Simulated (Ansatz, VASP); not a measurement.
# One calculation of Pd, two programs

The input INCAR:

```
SYSTEM = Pd
PREC = Accurate
ENCUT = 520
EDIFF = 1E-7
ISMEAR = -1
SIGMA = 0.05
LREAL = .False.
LASPH = .True.
NELM = 60
ALGO = Normal
ISIF = 2
LWAVE = .False.
LCHARG = .False.
LDIPOL = .True.
IDIPOL = 3
DIPOL = 0.5 0.5 0.500
GGA = PE
NBANDS = 33
```

KPOINTS

```
regular mesh
0
Gamma
  12 12 1
  0 0 0
```

File POSCAR:

```
Pd
1.0
    2.7888697457      0.0000000000      0.0000000000
    0.0000000000      2.7888697457      0.0000000000
    0.0000000000      0.0000000000     23.8881000000
Pd
5
Direct
    0.0000000000      0.0000000000      0.3348944699
    0.5000000000      0.5000000000      0.4174472347
    0.0000000000      0.0000000000      0.5000000000
    0.5000000000      0.5000000000      0.5825527653
    0.0000000000      0.0000000000      0.6651055301
```

Input for Ansatz:

```yaml
crystal:
  lattice:
    - [2.7888697457, 0.0, 0.0]
    - [0.0, 2.7888697457, 0.0]
    - [0.0, 0.0, 23.8881]
  atoms:
    - { symbol: Pd, position: [0.0, 0.0, 0.3348944699] }
    - { symbol: Pd, position: [0.5, 0.5, 0.4174472347] }
    - { symbol: Pd, position: [0.0, 0.0, 0.5] }
    - { symbol: Pd, position: [0.5, 0.5, 0.5825527653] }
    - { symbol: Pd, position: [0.0, 0.0, 0.6651055301] }
kpoints:
  mp_grid: { grid: [12, 12, 1] }
scf:
  occupations: { method: fermi_dirac, width: 0.05 }
hamiltonian:
  xc: pbe
  pseudopotentials: { kind: paw }
output:
  forces: true
  stress: true
  eigenvalues: true
  populations: true
efield:
  axis: 3
  amplitude: 0
  dipole_correction: true
```

Alike in both runs: task single point; functional PBE; k mesh 12 × 12 × 1; occupations fermi-dirac, width 0.05 eV; no spin polarisation.

|  | VASP | Ansatz |
| --- | --- | --- |
| version | VASP 6.6.1 | Ansatz 0.2.0 |
| potentials or method | VASP PAW PBE potentials, release 64 (Pd) | PAW with Ansatz's default frozen-core files, scalar-relativistic |
| plane-wave cutoff (eV) | 520 | 420 |
| valence electrons in the cell | 50 | 90 |

|  | VASP | Ansatz | Ansatz less VASP |
| --- | --- | --- | --- |
| rms of the force components (eV/Å) | 0.065 | 0.061 | -0.0042 |

Atom by atom the forces differ by 0.005 eV/Å (rms over components). VASP's potentials hold 50 valence electrons a cell and Ansatz's 90, so a difference there can come from the potentials and not from the codes.
